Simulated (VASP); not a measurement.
# Fe: relaxation of cell and atoms with PBE

Fe:

```
Fe
1.0
    -1.41631    1.41631    1.41631
     1.41631   -1.41631    1.41631
     1.41631    1.41631   -1.41631
Fe
1
Direct
  0.00000 0.00000 0.00000
```

```
Program                : VASP 6.6.1
Task                   : relaxation of cell and atoms
Functional             : PBE
Potentials or basis    : VASP PAW PBE potentials, release 64 (Fe)
Cutoff                 : 600 eV
k mesh                 : 21 × 21 × 21
Occupations            : fermi-dirac, width 0.1 eV
Spin                   : collinear spin, ferromagnetic start
Starting moments       : [2.5] μB
Dipole correction      : no
Further INCAR settings : ALGO = Normal; EDIFF = 1e-07; IBRION = 2; EDIFFG = -0.005; NSW = 60; ISIF = 3
```

The relaxed volume is 11.34 Å³/atom, the relaxed cell is a = 2.451 Å, b = 2.451 Å, c = 2.451 Å, α = 109.47°, β = 109.47°, γ = 109.47° and the space group after relaxing (to 0.1 Å) is Im-3m (No. 229). The energy gained by relaxing is 0.0 meV/atom. The ionic steps are 3, the pressure after relaxing is 0.0 GPa and the net moment is 2.17 μB per cell. The site moments are Fe +2.17 μB and the valence electrons inside the program's atomic spheres are Fe 7.27.

Final structure:
```xyz
1
Lattice="-1.4152 1.4152 1.4152 1.4152 -1.4152 1.4152 1.4152 1.4152 -1.4152" Properties=species:S:1:pos:R:3 pbc="T T T"
Fe    0.0000    0.0000    0.0000
```

Levels at points of the mesh, in eV from the Fermi level:
Spin up:
| k point | band 3 | band 4 | band 5 | band 6 | band 7 | band 8 |
| --- | --- | --- | --- | --- | --- | --- |
| (0.00, 0.00, 0.00) | -2.31 | -2.31 | -1.10 | -1.10 | 25.03 | 25.03 |
Spin down:
| k point | band 1 | band 2 | band 3 | band 4 | band 5 | band 6 | band 7 | band 8 |
| --- | --- | --- | --- | --- | --- | --- | --- | --- |
| (0.00, 0.00, 0.00) | -8.29 | -0.42 | -0.42 | -0.42 | 1.64 | 1.64 | 24.78 | 24.78 |

It took 97 s on 1 thread of Intel(R) Xeon(R) Platinum 8259CL CPU @ 2.50GHz (Skylake/Cascade Lake), on a shared host, peak memory 0.19 GiB.
